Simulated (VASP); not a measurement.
Crystal: Cu.

```xyz
1
Lattice="2.5562 0.0000 0.0000 1.2781 2.2137 0.0000 1.2781 0.7379 2.0871" Properties=species:S:1:pos:R:3 pbc="T T T"
Cu    0.0000    0.0000    0.0000
```

Base run:

| Quantity | Value |
| --- | --- |
| Program | VASP 6.6.1 |
| Functional | revPBE |
| Potentials or basis | VASP PAW PBE potentials, release 64 (Cu) |
| Cutoff | 520 eV |
| k mesh | 13 × 13 × 13 |
| Occupations | fermi-dirac, width 0.15 eV |
| Spin | no spin polarisation |

Its results: pressure 5.9 GPa.

Problem. After a change of settings the same cell gave: pressure 2.3 GPa. Which change was it?
A. functional from revPBE to PBE
B. functional from revPBE to BLYP; further incar settings from ALGO = Normal; EDIFF = 1e-07; NBANDS = 12 to ALGO = Normal; EDIFF = 1e-06; NBANDS = 12
C. functional from revPBE to PBEsol; further incar settings from ALGO = Normal; EDIFF = 1e-07; NBANDS = 12 to ALGO = Normal; EDIFF = 1e-06; NBANDS = 12

Solution. A.

PBE binds more tightly than revPBE, so the same cell stands under less pressure.

Caveats: the PAW data sets were made with another functional, which shifts forces and pressure a little (some runs).
